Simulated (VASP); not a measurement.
NiO: electric field gradients with PBE

Crystal: NiO.

```xyz
2
Lattice="0.0000 2.1323 2.1323 2.1323 0.0000 2.1323 2.1323 2.1323 0.0000" Properties=species:S:1:pos:R:3 pbc="T T T"
Ni    0.0000    0.0000    0.0000
O     2.1323    2.1323    2.1323
```

This cell differs from its parent crystal: volume scaled by 1.06.

- Program: VASP 6.6.1
- Task: electric field gradients
- Functional: PBE
- Potentials or basis: VASP PAW PBE potentials, release 64 (Ni, O)
- Cutoff: 520 eV
- k mesh: 15 × 15 × 15
- Occupations: fermi-dirac, width 0.03 eV
- Spin: collinear spin, ferromagnetic start
- Starting moments: [1.5, 0.0] μB
- Dipole correction: no
- Further INCAR settings: ALGO = Normal; EDIFF = 1e-08; NBANDS = 19

| Property | Result |
| --- | --- |
| Pressure | -5.7 GPa |
| Net moment | 1.85 μB per cell |
| Site moments | Ni +1.51; O +0.29 μB |
| Valence electrons inside the program's atomic spheres | Ni 8.87; O 4.95 |

Levels at points of the mesh, in eV from the Fermi level:
Spin up:
| k point | band 7 | band 8 | band 9 | band 10 | band 11 | band 12 |
| --- | --- | --- | --- | --- | --- | --- |
| (0.00, 0.00, 0.00) | -2.53 | -2.53 | -2.53 | 1.26 | 17.70 | 18.50 |
Spin down:
| k point | band 3 | band 4 | band 5 | band 6 | band 7 | band 8 | band 9 | band 10 | band 11 | band 12 |
| --- | --- | --- | --- | --- | --- | --- | --- | --- | --- | --- |
| (0.00, 0.00, 0.00) | -2.13 | -2.13 | -1.67 | -1.67 | -1.67 | -0.42 | -0.42 | 1.62 | 17.63 | 18.71 |

Wall time 76 s on 1 thread of Intel(R) Xeon(R) Platinum 8259CL CPU @ 2.50GHz (Skylake/Cascade Lake) (shared host), peak memory 0.2 GiB.

Caveat: without QUAD_EFG the Cq values of the log hold for a quadrupole moment of 1 mb, not for the nuclei; a cell with one magnetic atom can't hold antiferromagnetic order, which such compounds often take; semilocal functionals often make such compounds metallic where correlation or magnetic order opens a gap, which also shifts bond lengths.
